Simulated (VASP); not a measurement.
AlN, 2 atoms in the cell. It takes space group P4/mmm (No. 123, tetragonal). The conventional cell has a = 2.692 Å, b = 2.692 Å, c = 4.981 Å, α = 90.00°, β = 90.00°, γ = 90.00°. Within 2.5 Å of Al (site symmetry 4/mmm) lie 4 N at 1.90 Å. Within 2.5 Å of N (site symmetry 4/mmm) lie 4 Al at 1.90 Å. 

```yaml
Program: VASP 6.6.1
Task: single point
Functional: PBE
Potentials_or_basis: VASP PAW PBE potentials, release 64 (Al, N)
Cutoff: 520 eV
k_mesh: 10 × 10 × 6
Occupations: gaussian, width 0.02 eV
Spin: no spin polarisation
Dipole_correction: no
Further_INCAR_settings: ALGO = Normal; EDIFF = 1e-06; NBANDS = 11
```

Potentials or basis: VASP PAW PBE potentials, release 64 (Al, N).

The run is started by

```sh
$ cat potpaw_PBE.64/Al/POTCAR potpaw_PBE.64/N/POTCAR > POTCAR
$ mpirun -np 1 vasp_std > vasp.out
```

Hardware: 1 thread of AMD EPYC 7R13 Processor (Zen 3), on a shared host.

Task: Estimate the wall time of this run.

Result: Run time: 35 s on 1 thread of AMD EPYC 7R13 Processor (Zen 3) (shared host), peak memory 0.13 GiB. Counts: scf iterations 13, k points 84.
